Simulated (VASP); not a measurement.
Write the native input for VASP 6.6.1 that does the following.

- Task: single point
- Functional: PBEsol
- Potentials or basis: VASP PAW PBE potentials, release 64 (Hf_pv, O)
- Cutoff: 520 eV
- k mesh: 8 × 8 × 8
- Occupations: gaussian, width 0.05 eV
- Spin: no spin polarisation
- Dipole correction: no
- Further INCAR settings: ALGO = Normal; EDIFF = 1e-06; NBANDS = 18

The structure of HfO2 lies in POSCAR:

```
HfO2
1.0
    0.0000000000      2.4935625000      2.5575000000
    2.4935625000      0.0000000000      2.5575000000
    2.4935625000      2.4935625000      0.0000000000
Hf O
1 2
Direct
    0.0000000000      0.0000000000      0.0000000000
    0.2500000000      0.2500000000      0.2500000000
    0.7500000000      0.7500000000      0.7500000000
```

This cell differs from its parent crystal: strain -0.025 along x and y, +0.000 along z.

The input as run:

INCAR

```
SYSTEM = HfO2
PREC = Accurate
ENCUT = 520
EDIFF = 1E-6
ISMEAR = 0
SIGMA = 0.05
LREAL = .FALSE.
LASPH = .TRUE.
NELM = 100
ALGO = Normal
ISIF = 2
LWAVE = .FALSE.
LCHARG = .FALSE.
GGA = PS
NBANDS = 18
```

KPOINTS

```
Automatic mesh
0
G
  8 8 8
  0 0 0
```

Potentials or basis: VASP PAW PBE potentials, release 64 (Hf_pv, O).

The run is started by

```console
$ cat potpaw_PBE.64/Hf_pv/POTCAR potpaw_PBE.64/O/POTCAR > POTCAR
$ mpirun -np 1 vasp_std > vasp.out
```

Results of the run:

* Pressure: -1.4 GPa
* Band gap on the k mesh: 3.55 eV, indirect (least direct gap 3.60 eV)

Caveat: the cell differs from its parent crystal (strain -0.025 along x and y, +0.000 along z); the PAW data sets were made with another functional, which shifts forces and pressure a little; spin-orbit coupling is left out, which moves the levels of the heavy elements.

Wall time 24 s on 1 thread of AMD EPYC 9R45 96-Core Processor (Zen 5), on a shared host, peak memory 0.15 GiB.
